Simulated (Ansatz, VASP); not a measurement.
## Two plane-wave programs on Bi2Te3

```xyz
15
Lattice="-4.3808 0.0000 0.0000 -2.1904 -3.7939 0.0000 0.0000 0.0000 31.3233" Properties=species:S:1:pos:R:3 pbc="T T T"
Bi   -4.3808   -2.5293   17.1784
Bi   -4.3808    0.0000    7.0706
Bi   -2.1904   -1.2646   27.2862
Bi   -4.3808   -2.5293   23.2537
Bi   -4.3808    0.0000   13.1459
Bi   -2.1904   -1.2646    3.0381
Te   -4.3808   -2.5293    5.0544
Te   -2.1904   -3.7939   25.2699
Te   -2.1904   -1.2646   15.1622
Te   -4.3808   -2.5293   11.4225
Te   -4.3808    0.0000    1.3147
Te   -2.1904   -1.2646   21.5302
Te   -4.3808   -2.5293   29.0096
Te   -4.3808    0.0000   18.9018
Te   -2.1904   -1.2646    8.7941
```

Alike in both runs: task single point; functional PBEsol; k mesh 9 × 9 × 2; occupations gaussian, width 0.03 eV; no spin polarisation.

```csv
,VASP,Ansatz
version,VASP 6.6.1,Ansatz 0.2.0
potentials or method,"VASP PAW PBE potentials, release 64 (Bi_d, Te), cutoff 500 eV","scalar-relativistic, plane waves, PAW"
valence electrons in the cell,144,234
```

|  | VASP | Ansatz | Ansatz less VASP |
| --- | --- | --- | --- |
| gap on the k mesh at the Fermi level (eV) | 0.35 | 0.36 | +0.010 |
| least direct gap on the mesh (eV) | 0.35 | 0.36 | +0.010 |
| pressure (GPa) | -0.2 | -0.3 | -0.02 |
| rms of the force components (eV/Å) | 0.025 | 0.026 | +0.0017 |

VASP's potentials were made for PBE, not for PBEsol. Atom by atom the forces differ by 0.007 eV/Å (rms over components). VASP's potentials hold 144 valence electrons a cell and Ansatz's 234, so a difference there can come from the potentials and not from the codes.

Spin-orbit coupling is off throughout.
